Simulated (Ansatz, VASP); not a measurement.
BN in VASP and in Ansatz

```
B N
1.0
     2.50876    0.00000    0.00000
    -1.25438    2.12920    0.00000
     0.00000    0.00000   26.00000
B N
1 1
Direct
  0.00081 0.00162 0.50000
  0.66586 0.33171 0.50000
```

Change from the starting cell: strain along y -0.020, atoms relaxed.

Alike in both runs: functional PBE; dispersion D3(BJ); k mesh 12 × 12 × 1; occupations gaussian, width 0.02 eV; no spin polarisation.

Ansatz relaxed the structure, and its values are those at the end. VASP's run is a single point on that final structure, the one shown.

```csv
,VASP,Ansatz
version,VASP 6.6.1,Ansatz 0.2.0
potentials or method,"VASP PAW PBE potentials, release 64 (B, N), cutoff 520 eV","scalar-relativistic, plane waves, PAW"
valence electrons in the cell,8,8
```

|  | VASP | Ansatz | Ansatz less VASP |
| --- | --- | --- | --- |
| gap on the k mesh at the Fermi level (eV) | 4.65 | 4.66 | +0.003 |
| least direct gap on the mesh (eV) | 4.75 | 4.75 | +0.003 |
| rms of the force components (eV/Å) | 0.004 | 0.005 | +0.0005 |

Ansatz's warnings: stress scf threshold loose.
